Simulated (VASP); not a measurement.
**Ca: relaxation of cell and atoms with PBEsol**

Ca:

```
Ca
1.0
    -2.09649    2.10173    2.44535
     2.09649   -2.10173    2.44535
     2.09649    2.10173   -2.44535
Ca
1
Direct
  0.50000 0.50000 0.00000
```

- Program: VASP 6.6.1
- Task: relaxation of cell and atoms
- Functional: PBEsol
- Potentials or basis: VASP PAW PBE potentials, release 64 (Ca_sv)
- Cutoff: 600 eV
- k mesh: 9 × 9 × 9
- Occupations: fermi-dirac, width 0.05 eV
- Spin: no spin polarisation
- Target pressure: 10 GPa
- Dipole correction: no
- Further INCAR settings: ALGO = Fast; EDIFF = 1e-07; IBRION = 2; EDIFFG = -0.01; NSW = 60; ISIF = 3

```json
{
  "Relaxed volume": "28.70 Å³/atom",
  "Relaxed cell": "a = 3.341 Å, b = 3.341 Å, c = 3.341 Å, α = 109.24°, β = 110.08°, γ = 109.10°",
  "Space group after relaxing (to 0.1 Å)": "Im-3m (No. 229)",
  "Energy change on relaxing (the run minimises the enthalpy)": "+281.5 meV/atom",
  "Ionic steps": "11",
  "Pressure after relaxing": "10.0 GPa",
  "Band gap on the k mesh": "zero (bands 5 and 6 overlap by 0.78 eV)"
}
```

The path:
```
step  energy change (eV)  largest force (eV/Å)  pressure (GPa)  volume (Å³)
   1              0.0000                0.0000           -0.98        43.10
   2              0.3987                0.0000           12.80        27.17
   3              0.2884                0.0000           10.12        28.72
   4              0.2729                0.0000            9.73        28.97
   5              0.2731                0.0000            9.73        28.96
   6              0.2738                0.0000            9.73        28.92
   7              0.2763                0.0000            9.79        28.84
   8              0.2879                0.0000           10.13        28.60
   9              0.2928                0.0000           10.26        28.52
  10              0.2461                0.0000            9.08        29.29
  11              0.2815                0.0000            9.98        28.70
```

Final structure:
```
CELL_PARAMETERS angstrom
-1.93432 1.91429 1.93741
1.93432 -1.91429 1.93741
1.93432 1.91429 -1.93741
ATOMIC_POSITIONS crystal
Ca 0.50000 0.50000 0.00000
```

Levels at points of the mesh, in eV from the Fermi level:
```
           k point  band 3  band 4  band 5  band 6  band 7  band 8
(0.00, 0.00, 0.00)  -21.80  -21.80   -4.60    2.83    2.90    2.91
```

Wall time 5.8 min on 1 thread of Intel(R) Xeon(R) Platinum 8559C (Emerald Rapids), with other jobs on the host, peak memory 0.24 GiB.

Caveat: the cell is relaxed towards a set pressure, so the run minimises the enthalpy, not the energy; the volume moved by over 15 % at a fixed basis, so the end points are rough; the PAW data sets were made with another functional, which shifts forces and pressure a little.
